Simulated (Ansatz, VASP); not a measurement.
BaTiO3 in VASP and in Ansatz

File INCAR:

```
SYSTEM = BaTiO3
  PREC = Accurate
  ENCUT = 520
  EDIFF = 1E-6
  ISMEAR = -1
  SIGMA = 0.05
  LREAL = .False.
  LASPH = .True.
  NELM = 100
  ALGO = Normal
  ISIF = 2
  LWAVE = .False.
  LCHARG = .False.
  GGA = PE
  NBANDS = 28
```

Contents of KPOINTS:

```
regular mesh
0
Gamma
  7 7 7
  0 0 0
```

The input POSCAR:

```
BaTiO3
1.0
    2.8276681600      1.6325549700      2.3177316100
   -2.8276681600      1.6325549700      2.3177316100
    0.0000000000     -3.2651099400      2.3177316100
Ba Ti O
1 1 3
Direct
    0.0335100000      0.9920620000      0.0052360000
    0.5098430000      0.5222450000      0.5430310000
    0.4852360000      0.4931790000      0.9746970000
    0.4899900000      0.9801280000      0.4782540000
    0.9736940000      0.4763010000      0.4891340000
```

The input input.yaml:

```yaml
crystal:
  lattice:
    - [2.82766816, 1.63255497, 2.31773161]
    - [-2.82766816, 1.63255497, 2.31773161]
    - [0.0, -3.26510994, 2.31773161]
  atoms:
    - { symbol: Ba, position: [0.03351, 0.992062, 0.005236] }
    - { symbol: Ti, position: [0.509843, 0.522245, 0.543031] }
    - { symbol: O, position: [0.485236, 0.493179, 0.974697] }
    - { symbol: O, position: [0.48999, 0.980128, 0.478254] }
    - { symbol: O, position: [0.973694, 0.476301, 0.489134] }
kpoints:
  mp_grid: { grid: [7, 7, 7] }
scf:
  occupations: { method: fermi_dirac, width: 0.05 }
hamiltonian:
  xc: pbe
  pseudopotentials: { kind: all_electron, lapw: { basis_error: 0.001 } }
output:
  forces: true
  stress: true
  eigenvalues: true
  populations: true
```

Change from the starting cell: atoms moved at random, drawn with an rms of 0.05 Å.

Alike in both runs: task single point; functional PBE; k mesh 7 × 7 × 7; occupations fermi-dirac, width 0.05 eV; no spin polarisation.

```csv
,VASP,Ansatz
version,VASP 6.6.1,Ansatz 0.2.0
potentials or method,"VASP PAW PBE potentials, release 64 (Ba_sv, Ti_sv, O), cutoff 520 eV","all-electron LAPW, scalar-relativistic"
```

Ansatz gave:

```
gap on the k mesh at the Fermi level (eV)                     : 2.84
least direct gap on the mesh (eV)                             : 3.39
pressure (GPa)                                                : 10.0
traceless stress, the component that is largest in VASP (GPa) : -4.10
rms of the force components (eV/Å)                            : 0.823
```

Problem. What did VASP give for the same quantities?

Solution. gap on the k mesh at the Fermi level (eV): 2.81; least direct gap on the mesh (eV): 3.38; pressure (GPa): 12.0; traceless stress, the component that is largest in VASP (GPa): -4.27; rms of the force components (eV/Å): 0.879.

Atom by atom the forces differ by 0.066 eV/Å (rms over components). Ansatz ran all-electron here, and VASP with PAW potentials.

Neither program's run includes spin-orbit coupling.
